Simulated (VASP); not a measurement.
A run of VASP 6.6.1:

File INCAR:

```
PREC = Accurate
ENCUT = 520
EDIFF = 1E-6
ISMEAR = 0
SIGMA = 0.1
LREAL = F
LASPH = T
NELM = 60
ALGO = Normal
ISIF = 2
LWAVE = F
LCHARG = T
GGA = PE
LELF = T
LVHAR = T
NBANDS = 31
```

Contents of KPOINTS:

```
Automatic mesh
0
Gamma
  14 14 4
```

File POSCAR:

```
Ta2SiO3
1.0
    2.7171048776      0.0000000000      0.0000000000
    0.0000000000      2.7171048776      0.0000000000
    0.0000000000      0.0000000000     13.3935571412
Ta Si O
2 1 3
Direct
    0.5000000000      0.5000000000      0.3925683435
    0.5000000000      0.5000000000      0.6074316565
    0.5000000000      0.5000000000      0.0000000000
    0.0000000000      0.0000000000      0.6826631770
    0.0000000000      0.0000000000      0.3173368230
    0.0000000000      0.0000000000      0.5000000000
```

Potentials or basis: VASP PAW PBE potentials, release 64 (Ta_pv, Si, O).

Run with:

```sh
$ cat potpaw_PBE.64/Ta_pv/POTCAR potpaw_PBE.64/Si/POTCAR potpaw_PBE.64/O/POTCAR > POTCAR
$ mpirun -np 1 vasp_std > vasp.out
```

Hardware: 1 thread of Intel(R) Xeon(R) Platinum 8259CL CPU @ 2.50GHz (Skylake/Cascade Lake), on a shared host.

**Question.** Estimate the wall time of this run.

**Answer.** Wall time 7 min on 1 thread of Intel(R) Xeon(R) Platinum 8259CL CPU @ 2.50GHz (Skylake/Cascade Lake), on a shared host, peak memory 0.4 GiB. Counts: scf iterations 16, k points 108.
